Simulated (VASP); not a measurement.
# Pd3I (P1) in VASP: notebook

Pd3I is run at these levels: r2SCAN; tasks: single point.

Everything below comes from runs of VASP 6.6.1. Logs are shortened: lines on timing, memory, paths and dates and some standing lists are left out, and cuts for length are marked.

## (1) The cell of the first run

The typed cell holds 4 atoms: a = 4.924 Å, b = 4.924 Å, c = 4.924 Å, α = 128.29°, β = 128.29°, γ = 76.15°.

## (2) Single point, r2SCAN

File POSCAR:

```
Pd3I
1.0
   -2.1469490000      2.1469490000      3.8759100000
    2.1469490000     -2.1469490000      3.8759100000
    2.1469490000      2.1469490000     -3.8759100000
I Pd
1 3
Direct
   -0.0042590000     -0.0032520000     -0.0084710000
    0.5020540000      0.5023260000      0.0010920000
    0.2436390000      0.7339870000      0.4839260000
    0.7476760000      0.2541000000      0.5039300000
```

File INCAR.step1:

```
ALGO = Normal ; EDIFF = 1E-4
ENCUT = 520 ; GGA = PE
ISMEAR = -1 ; LASPH = True
LCHARG = False ; LREAL = False
LWAVE = True ; NBANDS = 26
NELM = 100 ; PREC = Accurate
SIGMA = 0.05
```

File INCAR.step2:

```
ALGO = Normal ; EDIFF = 1E-6
ENCUT = 520 ; ISIF = 2
ISMEAR = -1 ; ISTART = 1
LASPH = True ; LCHARG = False
LMIXTAU = True ; LREAL = False
LWAVE = False ; METAGGA = R2SCAN
NBANDS = 26 ; NELM = 100
PREC = Accurate ; SIGMA = 0.05
```

File KPOINTS:

```
k-points
0
Gamma
  5 5 6
```

Potentials or basis: VASP PAW PBE potentials, release 64 (I, Pd).

Started as:

```console
$ cat potpaw_PBE.64/I/POTCAR potpaw_PBE.64/Pd/POTCAR > POTCAR
$ cp INCAR.step1 INCAR
$ mpirun -np 1 vasp_std > vasp.out
$ cp INCAR.step2 INCAR
$ mpirun -np 1 vasp_std > vasp.out
```

OUTCAR:

```text
EDIFF = 1E-6
   ENCUT = 520
   ISIF = 2
   ISMEAR = -1
   ISTART = 1
   LASPH = True
   LREAL = False
   METAGGA = R2SCAN
   NELM = 100
   PREC = Accurate

 ion  position               nearest neighbor table
   1  0.996  0.997  0.992-   3 2.84   4 2.87   4 2.87   4 2.90   3 2.90   3 2.91   3 2.92   4 2.93
                             2 3.01   2 3.03   2 3.04   2 3.07
   2  0.502  0.502  0.001-   3 2.86   4 2.86   3 2.87   3 2.88   4 2.89   4 2.90   4 2.91   3 2.96
                             1 3.01   1 3.03   1 3.04   1 3.07
   3  0.244  0.734  0.484-   1 2.84   2 2.86   2 2.87   2 2.88   1 2.90   1 2.91   1 2.92   2 2.96
                             4 2.98   4 2.99   4 3.09   4 3.10
   4  0.748  0.254  0.504-   2 2.86   1 2.87   1 2.87   2 2.89   1 2.90   2 2.90   2 2.91   1 2.93
                             3 2.98   3 2.99   3 3.09   3 3.10

  LATTYP: Found a body centered tetragonal cell.
 ALAT       =     4.2938980000
 C/A-ratio  =     1.8053106990

  Lattice vectors:

 A1 = (  -2.1469490000,   2.1469490000,   3.8759100000)
 A2 = (   2.1469490000,  -2.1469490000,   3.8759100000)
 A3 = (   2.1469490000,   2.1469490000,  -3.8759100000)

Analysis of symmetry for initial positions (statically):
=====================================================================
 Subroutine PRICEL returns:
 Original cell was already a primitive cell.

 Routine SETGRP: Setting up the symmetry group for a
 body centered tetragonal supercell.

 Subroutine GETGRP returns: Found  1 space group operations
 (whereof  1 operations were pure point group operations)
 out of a pool of 16 trial point group operations.

The static configuration has the point symmetry C_1 .

Analysis of symmetry for dynamics (positions and initial velocities):
=====================================================================
 Subroutine PRICEL returns:
 Original cell was already a primitive cell.

 Routine SETGRP: Setting up the symmetry group for a
 body centered tetragonal supercell.

 Subroutine GETGRP returns: Found  1 space group operations
 (whereof  1 operations were pure point group operations)
 out of a pool of 16 trial point group operations.

The dynamic configuration has the point symmetry C_1 .

 Subroutine INISYM returns: Found  1 space group operations
 (whereof  1 operations are pure point group operations),
 and found     1 'primitive' translations

----------------------------------------------------------------------------------------

                                     Primitive cell

  volume of cell :      71.4623

  direct lattice vectors                    reciprocal lattice vectors
    -2.146949000  2.146949000  3.875910000     0.000000000  0.232888625  0.129001963
     2.146949000 -2.146949000  3.875910000     0.232888625  0.000000000  0.129001963
     2.146949000  2.146949000 -3.875910000     0.232888625  0.232888625  0.000000000

  length of vectors
     4.923561551  4.923561551  4.923561551     0.266230385  0.266230385  0.329354252

  position of ions in fractional coordinates (direct lattice)
     0.995741000  0.996748000  0.991529000
     0.502054000  0.502326000  0.001092000
     0.243639000  0.733987000  0.483926000
     0.747676000  0.254100000  0.503930000

  ion indices of the primitive-cell ions
   primitive index   ion index
                 1           1
                 2           2
                 3           3
                 4           4

----------------------------------------------------------------------------------------

 KPOINTS: k-points

Automatic generation of k-mesh.
 Grid dimensions read from file:
 generate k-points for:    5    5    6

 Generating k-lattice:

  Cartesian coordinates                     Fractional coordinates (reciprocal lattice)
     0.000000000  0.046577725  0.025800393     0.200000000  0.000000000 -0.000000000
     0.046577725  0.000000000  0.025800393     0.000000000  0.200000000 -0.000000000
     0.038814771  0.038814771  0.000000000     0.000000000  0.000000000  0.166666667

  Length of vectors
     0.053246077  0.053246077  0.054892375

  Shift w.r.t. Gamma in fractional coordinates (k-lattice)
     0.000000000  0.000000000  0.000000000

 -----------------------------------------------------------------------------
|                                                                             |
|           W    W    AA    RRRRR   N    N  II  N    N   GGGG   !!!           |
|           W    W   A  A   R    R  NN   N  II  NN   N  G    G  !!!           |
|           W    W  A    A  R    R  N N  N  II  N N  N  G       !!!           |
|           W WW W  AAAAAA  RRRRR   N  N N  II  N  N N  G  GGG   !            |
|           WW  WW  A    A  R   R   N   NN  II  N   NN  G    G                |
|           W    W  A    A  R    R  N    N  II  N    N   GGGG   !!!           |
|                                                                             |
|     Your reciprocal lattice and k-lattice belong to different lattice       |
|     classes:                                                                |
|                                                                             |
|        The reciprocal lattice is body-centered tetragonal,                  |
|        whereas your k-lattice is base-centered monoclinic.                  |
|                                                                             |
|     Results are often still useful ...                                      |
|                                                                             |
 -----------------------------------------------------------------------------

 WARNING: IBZKPT: internal override: KBLOWUP is changed to .FALSE.
      ... skipping the blow-up phase ...

 Subroutine IBZKPT returns following result:
 ===========================================

 Found     76 irreducible k-points:

 Following reciprocal coordinates:
            Coordinates               Weight
  0.000000  0.000000  0.000000      1.000000
  0.200000  0.000000 -0.000000      2.000000
  0.400000  0.000000  0.000000      2.000000
  0.000000  0.200000 -0.000000      2.000000
  0.200000  0.200000 -0.000000      2.000000
  0.400000  0.200000 -0.000000      2.000000
[... 16 lines left out ...]
 -0.200000  0.200000  0.166667      2.000000
  0.000000  0.400000  0.166667      2.000000
 [... further k-points ...]
   k-points           NKPTS =     76   k-points in BZ     NKDIM =     76   number of bands    NBANDS=     26
   number of dos      NEDOS =    301   number of ions     NIONS =      4
   total plane-waves  NPLWV =  64000
   dimension x,y,z NGX =    40 NGY =   40 NGZ =   40
   dimension x,y,z NGXF=    80 NGYF=   80 NGZF=   80
   ions per type =               1   3
   NGX,Y,Z   is equivalent  to a cutoff of  13.51, 13.51, 13.51 a.u.
   NGXF,Y,Z  is equivalent  to a cutoff of  27.01, 27.01, 27.01 a.u.
 SYSTEM =  unknown system
   PREC   = accura    normal or accurate (medium, high low for compatibility)
   ISTART =      1    job   : 0-new  1-cont  2-samecut
   ICHARG =      0    charge: 1-file 2-atom 10-const
   ISPIN  =      1    spin polarized calculation?
   LNONCOLLINEAR =      F non collinear calculations
   LSORBIT =      F    spin-orbit coupling
   LASPH  =      T    aspherical Exc in radial PAW
   ENCUT  =  520.0 eV  38.22 Ry    6.18 a.u.   9.15  9.15  9.15*2*pi/ulx,y,z
   NELM   =    100;   NELMIN=  2; NELMDL=  0     # of ELM steps
   EDIFF  = 0.1E-05   stopping-criterion for ELM
   LREAL  =      F    real-space projection
   EDIFFG = 0.1E-04   stopping-criterion for IOM
   NSW    =      0    number of steps for IOM
   IBRION =     -1    ionic relax: 0-MD 1-quasi-New 2-CG
   NFREE  =      0    steps in history (QN), initial steepest desc. (CG)
   ISIF   =      2    stress and relaxation
   ISYM   =      2    0-nonsym 1-usesym 2-fastsym
   POTIM  = 0.5000    time-step for ionic-motion
   TEBEG  =    0.0;   TEEND  =   0.0 temperature during run
   PSTRESS=    0.0 pullay stress
   NELECT =      37.0000    total number of electrons
   NUPDOWN=      -1.0000    fix difference up-down
   EMIN   =  10.00;   EMAX   =-10.00  energy-range for DOS
   EFERMI =   0.00;   METHOD = LEGACY
   ISMEAR =    -1;   SIGMA  =   0.05  broadening in eV -4-tet -1-fermi 0-gaus
   EFERMI_NEDOS =   21; number of points for ismear=-14 and -15
   IALGO  =     38    algorithm
   IMIX   =      4    mixing-type and parameters
     AMIX     =   0.40;   BMIX     =  1.00
     AMIX_MAG =   1.60;   BMIX_MAG =  1.00
  volume/ion in A,a.u.               =      17.87       120.56
  Fermi-wavevector in a.u.,A,eV,Ry     =   1.314568  2.484173 23.512076  1.728089
  Thomas-Fermi vector in A             =   2.444812
   LORBIT       =      0    0 simple, 1 ext, 2 COOP (PROOUT), +10 PAW based schemes
   METAGGA = R2SCAN    functional components
   LHFCALC =     F    Hartree Fock is set to
   AEXX    =    0.0000 exact exchange contribution
   IVDW    =     0    specifies the selected vdW correction
   LEPSILON=     F    determine dielectric tensor
   LRPA    =     F    only Hartree local field effects (RPA)
 non-spin polarized calculation
  energy-cutoff  :      520.00
  volume of cell :       71.46
 maximum number of plane-waves:      1956
 NGX is ok and might be reduce to    40
   NGX = 19   NGY = 19   NGZ = 19

 number of electron      37.0000000 magnetization

 Free energy of the ion-electron system (eV)
  ---------------------------------------------------
  ext. energy  EPLUGINS =         0.00000000
  ---------------------------------------------------
  free energy    TOTEN  =       -92.62872714 eV

  energy without entropy =      -92.60976789  energy(sigma->0) =      -92.61924752

 E-fermi :   9.5800     XC(G=0): -12.8099

 val. band max:        9.5657728098   @ k =  -0.4000  -0.2000   0.3333
 cond. band min:       9.6331109024   @ k =  -0.4000   0.2000   0.0000
 fundamental gap:      0.0673380925
 Fermi energy:         9.5799587933

 k-point     1 :       0.0000    0.0000    0.0000
  band No.  band energies     occupation
      1      -6.0622      2.00000
      2       3.5332      2.00000
      3       3.7402      2.00000
      4       3.7486      2.00000
      5       5.1619      2.00000
      6       5.5646      2.00000
[... 18 lines left out ...]
     25      16.6596      0.00000
     26      16.8358      0.00000
[... 644 lines left out ...]
      4       3.5514      2.00000
      5       5.9981      2.00000
      6       6.1007      2.00000
[... 18 lines left out ...]
     25      17.7059      0.00000
     26      19.3258      0.00000

 [... further k-points ...]

------------------------ aborting loop because EDIFF is reached ----------------------------------------

  FORCE on cell =-STRESS in cart. coord.  units (eV):
  Direction    XX          YY          ZZ          XY          YZ          ZX
  --------------------------------------------------------------------------------------
  -------------------------------------------------------------------------------------
  Total       -0.8346360     -0.7946579     -0.9578451      0.0418093      0.0411665     -0.0693668
  in kB      -18.7124458    -17.8161407    -21.4747809      0.9373592      0.9229487     -1.5551970
  external PRESSURE =     -19.3344558 kB  Pullay stress =       0.0000000 kB

 VOLUME and BASIS-vectors are now :
 -----------------------------------------------------------------------------
  energy-cutoff  :      520.00
  volume of cell :       71.46
      direct lattice vectors                 reciprocal lattice vectors
    -2.146949000  2.146949000  3.875910000     0.000000000  0.232888625  0.129001963
     2.146949000 -2.146949000  3.875910000     0.232888625  0.000000000  0.129001963
     2.146949000  2.146949000 -3.875910000     0.232888625  0.232888625  0.000000000

 POSITION                                       TOTAL-FORCE (eV/Angst)
 -----------------------------------------------------------------------------------
      2.13092      2.12660      3.87963        -0.022421     -0.021470     -0.022085
      0.00293      0.00176      3.88865        -0.035944     -0.026991     -0.136524
      2.09172     -0.01379      1.91354         0.209546      0.046243      0.087855
      0.02223      2.14159      1.92961        -0.151182      0.002217      0.070754
 -----------------------------------------------------------------------------------
    total drift:                               -0.000014     -0.000056      0.000021

  FREE ENERGIE OF THE ION-ELECTRON SYSTEM (eV)
  ---------------------------------------------------
  free  energy   TOTEN  =       -92.6287271433 eV

  energy  without entropy=      -92.6097678916  energy(sigma->0) =      -92.61924752
```

It took 5.1 min on 1 thread of Intel Xeon 6975P-C (Granite Rapids), shared host; peak memory 0.34 GiB.

What came out:

```
Free energy            : -92.6287 eV
Pressure               : -1.9 GPa
Largest force          : 0.232 eV/Å
Band gap on the k mesh : zero (an odd number of electrons rules out a gap without spin polarisation)
```

Forces on the atoms (eV/Å):
```
I   -0.022 -0.021 -0.022
Pd  -0.036 -0.027 -0.137
Pd   0.210  0.046  0.088
Pd  -0.151  0.002  0.071
```

Caveat: the PAW data sets were made with another functional, which shifts forces and pressure a little; spin-orbit coupling is left out, which moves the levels of the heavy elements; an odd number of electrons without spin polarisation forces a metal; a magnetic or distorted state may lie lower.

## (3) Single point, r2SCAN

POSCAR is that of step 2.

File INCAR.step1:

```
SYSTEM = Pd3I
ALGO     = Normal         ! electronic algorithm
EDIFF    = 1E-4           ! SCF threshold, eV
ENCUT    = 520            ! plane-wave cutoff, eV
GGA      = PE             ! functional
ISMEAR   = -1             ! smearing method
LASPH    = .True.         ! aspherical terms in the spheres
LCHARG   = .False.        ! write CHGCAR
LREAL    = .False.        ! projectors in reciprocal space
LWAVE    = .True.         ! write WAVECAR
NBANDS   = 26             ! bands
NELM     = 80             ! most SCF steps
PREC     = Accurate       ! precision mode
SIGMA    = 0.025          ! smearing width, eV
```

File INCAR.step2:

```
SYSTEM = Pd3I
ALGO     = Normal         ! electronic algorithm
EDIFF    = 1E-6           ! SCF threshold, eV
ENCUT    = 520            ! plane-wave cutoff, eV
ISIF     = 2              ! what is computed and relaxed
ISMEAR   = -1             ! smearing method
ISTART   = 1            
LASPH    = .True.         ! aspherical terms in the spheres
LCHARG   = .False.        ! write CHGCAR
LMIXTAU  = .True.       
LREAL    = .False.        ! projectors in reciprocal space
LWAVE    = .False.        ! write WAVECAR
METAGGA  = R2SCAN         ! meta-GGA
NBANDS   = 26             ! bands
NELM     = 80             ! most SCF steps
PREC     = Accurate       ! precision mode
SIGMA    = 0.025          ! smearing width, eV
```

File KPOINTS:

```
k-points
0
Gamma
  5 5 6
  0 0 0
```

Potentials or basis: VASP PAW PBE potentials, release 64 (I, Pd).

Started as:

```console
$ cat potpaw_PBE.64/I/POTCAR potpaw_PBE.64/Pd/POTCAR > POTCAR
$ cp INCAR.step1 INCAR
$ mpirun -np 1 vasp_std > vasp.out
$ cp INCAR.step2 INCAR
$ mpirun -np 1 vasp_std > vasp.out
```

OUTCAR:

```text
SYSTEM = Pd3I
   EDIFF = 1E-6
   ENCUT = 520
   ISIF = 2
   ISMEAR = -1
   ISTART = 1
   LASPH = .True.
   LREAL = .False.
   METAGGA = R2SCAN
   NELM = 80
   PREC = Accurate

 ion  position               nearest neighbor table
   1  0.996  0.997  0.992-   3 2.84   4 2.87   4 2.87   4 2.90   3 2.90   3 2.91   3 2.92   4 2.93
                             2 3.01   2 3.03   2 3.04   2 3.07
   2  0.502  0.502  0.001-   3 2.86   4 2.86   3 2.87   3 2.88   4 2.89   4 2.90   4 2.91   3 2.96
                             1 3.01   1 3.03   1 3.04   1 3.07
   3  0.244  0.734  0.484-   1 2.84   2 2.86   2 2.87   2 2.88   1 2.90   1 2.91   1 2.92   2 2.96
                             4 2.98   4 2.99   4 3.09   4 3.10
   4  0.748  0.254  0.504-   2 2.86   1 2.87   1 2.87   2 2.89   1 2.90   2 2.90   2 2.91   1 2.93
[... 923 lines left out ...]
  Total       -0.8406030     -0.8138485     -0.9883133      0.0411933      0.0565646     -0.0608073
  in kB      -18.8462252    -18.2463937    -22.1578752      0.9235486      1.2681715     -1.3632928
  external PRESSURE =     -19.7501647 kB  Pullay stress =       0.0000000 kB

 VOLUME and BASIS-vectors are now :
 -----------------------------------------------------------------------------
  energy-cutoff  :      520.00
  volume of cell :       71.46
      direct lattice vectors                 reciprocal lattice vectors
    -2.146949000  2.146949000  3.875910000     0.000000000  0.232888625  0.129001963
     2.146949000 -2.146949000  3.875910000     0.232888625  0.000000000  0.129001963
     2.146949000  2.146949000 -3.875910000     0.232888625  0.232888625  0.000000000

 POSITION                                       TOTAL-FORCE (eV/Angst)
 -----------------------------------------------------------------------------------
      2.13092      2.12660      3.87963        -0.022959     -0.021862     -0.020478
      0.00293      0.00176      3.88865        -0.036557     -0.027002     -0.137729
      2.09172     -0.01379      1.91354         0.215601      0.048076      0.086918
      0.02223      2.14159      1.92961        -0.156085      0.000787      0.071289
 -----------------------------------------------------------------------------------
    total drift:                               -0.000009     -0.000056      0.000019

  FREE ENERGIE OF THE ION-ELECTRON SYSTEM (eV)
  ---------------------------------------------------
  free  energy   TOTEN  =       -92.6219560787 eV

  energy  without entropy=      -92.6176872787  energy(sigma->0) =      -92.61982168
```

Run time: 4.9 min. Hardware: 1 thread of Intel Xeon 6975P-C (Granite Rapids), shared host; peak memory 0.33 GiB.

Results:

| Item | Value |
| --- | --- |
| Free energy | -92.6220 eV |
| Pressure | -2.0 GPa |
| Largest force | 0.237 eV/Å |
| Band gap on the k mesh | zero (an odd number of electrons rules out a gap without spin polarisation) |

Forces in eV/Å, atoms in the order of the input:
```
I   -0.023 -0.022 -0.020
Pd  -0.037 -0.027 -0.138
Pd   0.216  0.048  0.087
Pd  -0.156  0.001  0.071
```

Levels at points of the mesh, in eV from the Fermi level:
| k point | band 17 | band 18 | band 19 | band 20 | band 21 | band 22 |
| --- | --- | --- | --- | --- | --- | --- |
| (0.00, 0.00, 0.00) | -0.94 | -0.48 | -0.03 | -0.01 | 5.15 | 5.17 |
| (0.00, 0.00, 0.50) | -0.86 | -0.73 | -0.39 | 0.95 | 3.50 | 5.85 |

Caveat: the PAW data sets were made with another functional, which shifts forces and pressure a little; spin-orbit coupling is left out, which moves the levels of the heavy elements; an odd number of electrons without spin polarisation forces a metal; a magnetic or distorted state may lie lower.

(Part 1 of 2 ends here.)

The gap in the log of VASP goes by the Fermi energy; the results here count the filled bands.